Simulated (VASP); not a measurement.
Runs of VASP 6.6.1 on K. The structure is that of space group P6_3/mmc (No. 194), or close to it. The cells are those of the table. This isn't the form of K at room conditions, which is bcc.

| task | level | cell | k mesh | cutoff (eV) | grid for exact exchange (PRECFOCK) | share of exact exchange | screening parameter | gap on the mesh (eV) | pressure (GPa) |
| --- | --- | --- | --- | --- | --- | --- | --- | --- | --- |
| relaxation of cell and atoms | PBE | relaxed from a = 4.655, b = 4.655, c = 7.602 Å, angles 90.0, 90.0, 120.0°, 2 atoms | 8 × 8 × 4 | 600 | - | - | - | none | 0.0 |
| single point | PBE | a = 4.717, b = 4.717, c = 7.691 Å, angles 90.0, 90.0, 120.0°, 2 atoms | 8 × 8 × 4 | 520 | - | - | - | none | 0.0 |
| single point | PBE | a = 4.779, b = 4.779, c = 7.792 Å, angles 90.0, 90.0, 120.0°, 2 atoms | 13 × 13 × 7 | 520 | - | - | - | none | -0.1 |
| single point | PBE | a = 4.587, b = 4.587, c = 7.480 Å, angles 90.0, 90.0, 120.0°, 2 atoms | 13 × 13 × 7 | 520 | - | - | - | none | (b) |
| single point | HSE06 | a = 4.717, b = 4.717, c = 7.691 Å, angles 90.0, 90.0, 120.0°, 2 atoms | 4 × 4 × 2 | 520 | Normal | 0.25 | 0.2079 1/Å | none | 0.1 |
| single point | PBE | a = 4.717, b = 4.717, c = 7.691 Å, angles 90.0, 90.0, 120.0°, 2 atoms | 13 × 13 × 7 | 520 | - | - | - | none | 0.0 |
| single point | PBE | a = 4.520, b = 4.520, c = 7.370 Å, angles 90.0, 90.0, 120.0°, 2 atoms | 13 × 13 × 7 | 520 | - | - | - | none | (a) |
| single point | PBE | a = 4.653, b = 4.653, c = 7.587 Å, angles 90.0, 90.0, 120.0°, 2 atoms | 13 × 13 × 7 | 520 | - | - | - | none | 0.2 |

Alike in all rows: potentials or basis VASP PAW PBE potentials, release 64 (K_sv); no spin polarisation; smearing fermi-dirac 0.1 eV.

Task: Estimate the missing entries.

Result: (a) 0.6; (b) 0.3.

Caveats: some runs use coarse meshes; the PAW data sets were made with another functional, which shifts forces and pressure a little (at least some runs).

A gap of «none» marks levels without a gap at the run's occupations.
